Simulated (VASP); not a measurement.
# Si21H8Cl2 in VASP: single point with PBE

Aim: the single point of Si21H8Cl2 with PBE.

Everything below comes from runs of VASP 6.6.1. Logs are shortened: lines on timing, memory, paths and dates and some standing lists are left out, and cuts for length are marked.

**1. The cell of the first run**

The cell holds a slab with vacuum, 31 atoms: a = 7.679 Å, b = 7.679 Å, c = 19.256 Å, α = 90.00°, β = 90.00°, γ = 90.00°.

**2. Single point, PBE**

Input file INCAR:

```
SYSTEM = Si21H8Cl2
ALGO = Normal ; EDIFF = 1E-6
ENCUT = 520 ; GGA = PE
ISIF = 2 ; ISMEAR = -1
LASPH = .TRUE. ; LCHARG = .TRUE.
LELF = .TRUE. ; LREAL = Auto
LVHAR = .TRUE. ; LWAVE = .FALSE.
NBANDS = 74 ; NELM = 60
PREC = Accurate ; SIGMA = 0.05
```

Input file KPOINTS:

```
k-points
0
G
  2 2 1
  0 0 0
```

Input file POSCAR:

```
Si21H8Cl2
1.0
    7.6791800000      0.0000000000      0.0000000000
    0.0000000000      7.6791800000      0.0000000000
    0.0000000000      0.0000000000     19.2555000000
H Si Cl
8 21 2
Direct
    0.4093920000      0.0000000000      0.0519332000
    0.0906080000      0.0000000000      0.0519332000
    0.9093920000      0.0000000000      0.0519332000
    0.5906080000      0.0000000000      0.0519332000
    0.4093920000      0.5000000000      0.0519332000
    0.0906080000      0.5000000000      0.0519332000
    0.9093920000      0.5000000000      0.0519332000
    0.5906080000      0.5000000000      0.0519332000
    0.2500000000      0.0000000000      0.0968814000
    0.7500000000      0.0000000000      0.0968814000
    0.2500000000      0.5000000000      0.0968814000
    0.7500000000      0.5000000000      0.0968814000
    0.2507764230      0.2495846160      0.1647171186
    0.7509465255      0.2505175385      0.1638602918
    0.2498746068      0.7492711535      0.1696480055
    0.7499235020      0.7501523568      0.1707197889
   -0.0002782214      0.2462345146      0.2330721790
    0.5020459404      0.2456617956      0.2327958629
    0.0016898894      0.7523506808      0.2436902179
    0.4979845094      0.7522717607      0.2435828138
    0.0121283064      0.0121815580      0.3109528751
    0.4879775148      0.0120178361      0.3109467345
   -0.0027624381      0.4896285730      0.3096502990
    0.4990142034      0.4886844302      0.3087357408
    0.2501100764      0.0664202409      0.3863671668
    0.7501557931      0.0822884490      0.3680082087
    0.2480446687      0.3539944085      0.3492577905
    0.7476490333      0.4009090146      0.3693673055
    0.7505235249      0.2410500236      0.4721566180
    0.5333999779      0.2428033940      0.5361845664
    0.9711590062      0.2480769498      0.5339390114
```

Potentials or basis: VASP PAW PBE potentials, release 64 (H, Si, Cl).

Launch:

```sh
$ cat potpaw_PBE.64/H/POTCAR potpaw_PBE.64/Si/POTCAR potpaw_PBE.64/Cl/POTCAR > POTCAR
$ mpirun -np 1 vasp_std > vasp.out
```

OUTCAR:

```text
SYSTEM = Si21H8Cl2
   EDIFF = 1E-6
   ENCUT = 520
   GGA = PE
   ISIF = 2
   ISMEAR = -1
   LASPH = .TRUE.
   LREAL = Auto
   NELM = 60
   PREC = Accurate

 ion  position               nearest neighbor table
   1  0.409  0.000  0.052-   9 1.50
   2  0.091  0.000  0.052-   9 1.50
   3  0.909  0.000  0.052-  10 1.50
   4  0.591  0.000  0.052-  10 1.50
   5  0.409  0.500  0.052-  11 1.50
   6  0.091  0.500  0.052-  11 1.50
   7  0.909  0.500  0.052-  12 1.50
   8  0.591  0.500  0.052-  12 1.50
   9  0.250  0.000  0.097-   1 1.50   2 1.50  13 2.32  15 2.38
  10  0.750  0.000  0.097-   3 1.50   4 1.50  14 2.32  16 2.39
  11  0.250  0.500  0.097-   5 1.50   6 1.50  13 2.32  15 2.37
  12  0.750  0.500  0.097-   7 1.50   8 1.50  14 2.31  16 2.39
  13  0.251  0.250  0.165-   9 2.32  11 2.32  18 2.33  17 2.33
  14  0.751  0.251  0.164-  12 2.31  10 2.32  18 2.33  17 2.33
  15  0.250  0.749  0.170-  11 2.37  20 2.38  19 2.38   9 2.38
  16  0.750  0.750  0.171-  10 2.39  12 2.39  20 2.39  19 2.39
  17  1.000  0.246  0.233-  14 2.33  13 2.33  21 2.34  23 2.38  27 3.05
  18  0.502  0.246  0.233-  14 2.33  13 2.33  22 2.34  24 2.37  27 3.09
  19  0.002  0.752  0.244-  21 2.38  15 2.38  23 2.38  16 2.39
  20  0.498  0.752  0.244-  15 2.38  22 2.38  24 2.38  16 2.39
  21  0.012  0.012  0.311-  17 2.34  26 2.35  25 2.37  19 2.38
  22  0.488  0.012  0.311-  18 2.34  26 2.36  25 2.37  20 2.38
  23  0.997  0.490  0.310-  27 2.32  28 2.34  17 2.38  19 2.38
  24  0.499  0.489  0.309-  27 2.32  28 2.34  18 2.37  20 2.38
  25  0.250  0.066  0.386-  27 2.32  22 2.37  21 2.37
  26  0.750  0.082  0.368-  29 2.35  21 2.35  22 2.36  28 2.45
  27  0.248  0.354  0.349-  23 2.32  25 2.32  24 2.32  17 3.05  18 3.09
  28  0.748  0.401  0.369-  29 2.33  23 2.34  24 2.34  26 2.45
  29  0.751  0.241  0.472-  31 2.07  30 2.07  28 2.33  26 2.35
  30  0.533  0.243  0.536-  29 2.07
  31  0.971  0.248  0.534-  29 2.07

  LATTYP: Found a simple tetragonal cell.
 ALAT       =     7.6791800000
 C/A-ratio  =     2.5074942898

  Lattice vectors:

 A1 = (   7.6791800000,   0.0000000000,   0.0000000000)
 A2 = (   0.0000000000,   7.6791800000,   0.0000000000)
 A3 = (   0.0000000000,   0.0000000000,  19.2555000000)

Analysis of symmetry for initial positions (statically):
=====================================================================
 Subroutine PRICEL returns:
 Original cell was already a primitive cell.

 Routine SETGRP: Setting up the symmetry group for a
 simple tetragonal supercell.

 Subroutine GETGRP returns: Found  1 space group operations
 (whereof  1 operations were pure point group operations)
 out of a pool of 16 trial point group operations.

The static configuration has the point symmetry C_1 .

Analysis of symmetry for dynamics (positions and initial velocities):
=====================================================================
 Subroutine PRICEL returns:
 Original cell was already a primitive cell.

 Routine SETGRP: Setting up the symmetry group for a
 simple tetragonal supercell.

 Subroutine GETGRP returns: Found  1 space group operations
 (whereof  1 operations were pure point group operations)
 out of a pool of 16 trial point group operations.

The dynamic configuration has the point symmetry C_1 .

 Subroutine INISYM returns: Found  1 space group operations
 (whereof  1 operations are pure point group operations),
 and found     1 'primitive' translations

----------------------------------------------------------------------------------------

                                     Primitive cell

  volume of cell :    1135.4931

  direct lattice vectors                    reciprocal lattice vectors
     7.679180000  0.000000000  0.000000000     0.130222237  0.000000000  0.000000000
     0.000000000  7.679180000  0.000000000     0.000000000  0.130222237  0.000000000
     0.000000000  0.000000000 19.255500000     0.000000000  0.000000000  0.051933214

  length of vectors
     7.679180000  7.679180000 19.255500000     0.130222237  0.130222237  0.051933214

  position of ions in fractional coordinates (direct lattice)
     0.409392000  0.000000000  0.051933200
     0.090608000  0.000000000  0.051933200
     0.909392000  0.000000000  0.051933200
     0.590608000  0.000000000  0.051933200
     0.409392000  0.500000000  0.051933200
     0.090608000  0.500000000  0.051933200
[... 23 lines left out ...]
     0.533399978  0.242803394  0.536184566
     0.971159006  0.248076950  0.533939011

  ion indices of the primitive-cell ions
   primitive index   ion index
                 1           1
                 2           2
                 3           3
                 4           4
                 5           5
                 6           6
[... 23 lines left out ...]
                30          30
                31          31

----------------------------------------------------------------------------------------

 KPOINTS: k-points

Automatic generation of k-mesh.
 Grid dimensions read from file:
 generate k-points for:    2    2    1

 Generating k-lattice:

  Cartesian coordinates                     Fractional coordinates (reciprocal lattice)
     0.065111119  0.000000000  0.000000000     0.500000000  0.000000000  0.000000000
     0.000000000  0.065111119  0.000000000     0.000000000  0.500000000  0.000000000
     0.000000000  0.000000000  0.051933214     0.000000000  0.000000000  1.000000000

  Length of vectors
     0.065111119  0.065111119  0.051933214

  Shift w.r.t. Gamma in fractional coordinates (k-lattice)
     0.000000000  0.000000000  0.000000000

 Subroutine IBZKPT returns following result:
 ===========================================

 Found      4 irreducible k-points:

 Following reciprocal coordinates:
            Coordinates               Weight
  0.000000  0.000000  0.000000      1.000000
  0.500000  0.000000  0.000000      1.000000
  0.000000  0.500000  0.000000      1.000000
  0.500000  0.500000  0.000000      1.000000
   k-points           NKPTS =      4   k-points in BZ     NKDIM =      4   number of bands    NBANDS=     74
   number of dos      NEDOS =    301   number of ions     NIONS =     31
   total plane-waves  NPLWV = 518400
   dimension x,y,z NGX =    60 NGY =   60 NGZ =  144
   dimension x,y,z NGXF=   120 NGYF=  120 NGZF=  288
   ions per type =               8  21   2
   NGX,Y,Z   is equivalent  to a cutoff of  12.99, 12.99, 12.43 a.u.
   NGXF,Y,Z  is equivalent  to a cutoff of  25.98, 25.98, 24.87 a.u.
 SYSTEM =  Si21H8Cl2
   PREC   = accura    normal or accurate (medium, high low for compatibility)
   ISTART =      0    job   : 0-new  1-cont  2-samecut
   ICHARG =      2    charge: 1-file 2-atom 10-const
   ISPIN  =      1    spin polarized calculation?
   LNONCOLLINEAR =      F non collinear calculations
   LSORBIT =      F    spin-orbit coupling
   LASPH  =      T    aspherical Exc in radial PAW
   ENCUT  =  520.0 eV  38.22 Ry    6.18 a.u.  14.28 14.28 35.80*2*pi/ulx,y,z
   NELM   =     60;   NELMIN=  2; NELMDL= -5     # of ELM steps
   EDIFF  = 0.1E-05   stopping-criterion for ELM
   LREAL  =      T    real-space projection
   EDIFFG = 0.1E-04   stopping-criterion for IOM
   NSW    =      0    number of steps for IOM
   IBRION =     -1    ionic relax: 0-MD 1-quasi-New 2-CG
   NFREE  =      0    steps in history (QN), initial steepest desc. (CG)
   ISIF   =      2    stress and relaxation
   ISYM   =      2    0-nonsym 1-usesym 2-fastsym
   POTIM  = 0.5000    time-step for ionic-motion
   TEBEG  =    0.0;   TEEND  =   0.0 temperature during run
   PSTRESS=    0.0 pullay stress
   NELECT =     106.0000    total number of electrons
   NUPDOWN=      -1.0000    fix difference up-down
   EMIN   =  10.00;   EMAX   =-10.00  energy-range for DOS
   EFERMI =   0.00;   METHOD = LEGACY
   ISMEAR =    -1;   SIGMA  =   0.05  broadening in eV -4-tet -1-fermi 0-gaus
   EFERMI_NEDOS =   21; number of points for ismear=-14 and -15
   IALGO  =     38    algorithm
   IMIX   =      4    mixing-type and parameters
     AMIX     =   0.40;   BMIX     =  1.00
     AMIX_MAG =   1.60;   BMIX_MAG =  1.00
  volume/ion in A,a.u.               =      36.63       247.18
  Fermi-wavevector in a.u.,A,eV,Ry     =   0.742646  1.403398  7.503931  0.551523
  Thomas-Fermi vector in A             =   1.837574
   LORBIT       =      0    0 simple, 1 ext, 2 COOP (PROOUT), +10 PAW based schemes
   GGA     = PE    functional components
   LHFCALC =     F    Hartree Fock is set to
   AEXX    =    0.0000 exact exchange contribution
   IVDW    =     0    specifies the selected vdW correction
   LEPSILON=     F    determine dielectric tensor
   LRPA    =     F    only Hartree local field effects (RPA)
 non-spin polarized calculation
  energy-cutoff  :      520.00
  volume of cell :     1135.49
 maximum number of plane-waves:     30548
 NGX is ok and might be reduce to    60
   NGX = 29   NGY = 29   NGZ = 71

 number of electron     106.0000005 magnetization

 Free energy of the ion-electron system (eV)
  ---------------------------------------------------
  ext. energy  EPLUGINS =         0.00000000
  ---------------------------------------------------
  free energy    TOTEN  =      -141.03352985 eV

  energy without entropy =     -141.03331258  energy(sigma->0) =     -141.03342121

 E-fermi :  -0.3896     XC(G=0):  -4.8868

 val. band max:       -0.7909516884   @ k =   0.5000   0.5000   0.0000
 cond. band min:       0.0007080412   @ k =   0.0000   0.0000   0.0000
 fundamental gap:      0.7916597295
 Fermi energy:        -0.3896141681

 k-point     1 :       0.0000    0.0000    0.0000
  band No.  band energies     occupation
      1     -16.9034      2.00000
      2     -16.3438      2.00000
      3     -12.1398      2.00000
      4     -11.0743      2.00000
      5     -10.2604      2.00000
      6     -10.2154      2.00000
[... 57 lines left out ...]
     64       1.9739      0.00000
     65       2.1745      0.00000

 k-point     2 :       0.5000    0.0000    0.0000
  band No.  band energies     occupation
      1     -16.8937      2.00000
      2     -16.3567      2.00000
      3     -11.6301      2.00000
      4     -11.5926      2.00000
      5     -10.7159      2.00000
      6     -10.5294      2.00000
[... 57 lines left out ...]
     64       2.3076      0.00000
     65       2.3301      0.00000

 k-point     3 :       0.0000    0.5000    0.0000
  band No.  band energies     occupation
      1     -16.9034      2.00000
      2     -16.3438      2.00000
      3     -11.8980      2.00000
      4     -11.2323      2.00000
      5     -10.7712      2.00000
      6     -10.0784      2.00000
[... 57 lines left out ...]
     64       2.1593      0.00000
     65       2.4681      0.00000

 k-point     4 :       0.5000    0.5000    0.0000
  band No.  band energies     occupation
      1     -16.8937      2.00000
      2     -16.3566      2.00000
      3     -11.3729      2.00000
      4     -11.3629      2.00000
      5     -10.7354      2.00000
      6     -10.7069      2.00000
[... 57 lines left out ...]
     64       2.8113      0.00000
     65       2.9438      0.00000
 [bands above 65 left out]

------------------------ aborting loop because EDIFF is reached ----------------------------------------

  FORCE on cell =-STRESS in cart. coord.  units (eV):
  Direction    XX          YY          ZZ          XY          YZ          ZX
  --------------------------------------------------------------------------------------
  -------------------------------------------------------------------------------------
  Total       19.6576067      1.2217936     -0.3243820     -0.0555760      0.0272021      0.0698432
  in kB       27.7368239      1.7239471     -0.4577020     -0.0784176      0.0383821      0.0985486
  external PRESSURE =       9.6676897 kB  Pullay stress =       0.0000000 kB

 VOLUME and BASIS-vectors are now :
 -----------------------------------------------------------------------------
  energy-cutoff  :      520.00
  volume of cell :     1135.49
      direct lattice vectors                 reciprocal lattice vectors
     7.679180000  0.000000000  0.000000000     0.130222237  0.000000000  0.000000000
     0.000000000  7.679180000  0.000000000     0.000000000  0.130222237  0.000000000
     0.000000000  0.000000000 19.255500000     0.000000000  0.000000000  0.051933214

 POSITION                                       TOTAL-FORCE (eV/Angst)
 -----------------------------------------------------------------------------------
      3.14379      0.00000      1.00000        -0.620690     -0.094199     -0.000791
      0.69580      0.00000      1.00000         0.622106     -0.089168     -0.001073
      6.98338      0.00000      1.00000        -0.623315     -0.105514     -0.007392
      4.53539      0.00000      1.00000         0.619356     -0.094376     -0.001980
      3.14379      3.83959      1.00000        -0.635391      0.075463      0.000591
      0.69580      3.83959      1.00000         0.633391      0.069649      0.003778
[... 23 lines left out ...]
      4.09607      1.86453     10.32450         0.090356      0.006665     -0.079408
      7.45770      1.90503     10.28126        -0.062078      0.000737     -0.045857
 -----------------------------------------------------------------------------------
    total drift:                                0.004580      0.001094      0.006172

  FREE ENERGIE OF THE ION-ELECTRON SYSTEM (eV)
  ---------------------------------------------------
  free  energy   TOTEN  =      -141.0335298454 eV

  energy  without entropy=     -141.0333125762  energy(sigma->0) =     -141.03342121
```

It took 12 min on 1 thread of Intel Xeon Platinum 8488C (Sapphire Rapids), shared host; peak memory 1 GiB.

What came out:

* Free energy: -141.0335 eV
* Largest force: 0.643 eV/Å
* Band gap on the k mesh: 0.79 eV (least direct gap 0.98 eV)

Forces in eV/Å, atoms in the order of the input:
```
H   -0.621 -0.094 -0.001
H    0.622 -0.089 -0.001
H   -0.623 -0.106 -0.007
H    0.619 -0.094 -0.002
H   -0.635  0.075  0.001
H    0.633  0.070  0.004
H   -0.633  0.112  0.000
H    0.630  0.107  0.004
Si  -0.011 -0.219 -0.002
Si   0.013 -0.231  0.020
Si   0.003  0.169  0.010
Si   0.005  0.286  0.000
Si  -0.004  0.004 -0.008
Si   0.002 -0.001  0.010
Si  -0.003  0.006 -0.016
Si  -0.001  0.003  0.012
Si  -0.004  0.005 -0.009
Si  -0.012 -0.014 -0.018
Si   0.018 -0.008 -0.003
Si  -0.020 -0.002 -0.006
Si  -0.008 -0.003  0.007
Si   0.016  0.004  0.000
Si  -0.006 -0.002 -0.023
Si   0.014  0.013  0.016
Si  -0.003 -0.001  0.010
Si  -0.009  0.021  0.003
Si   0.014  0.013 -0.012
Si   0.011 -0.009  0.013
Si  -0.035 -0.021  0.126
Cl   0.090  0.007 -0.079
Cl  -0.062  0.001 -0.046
```
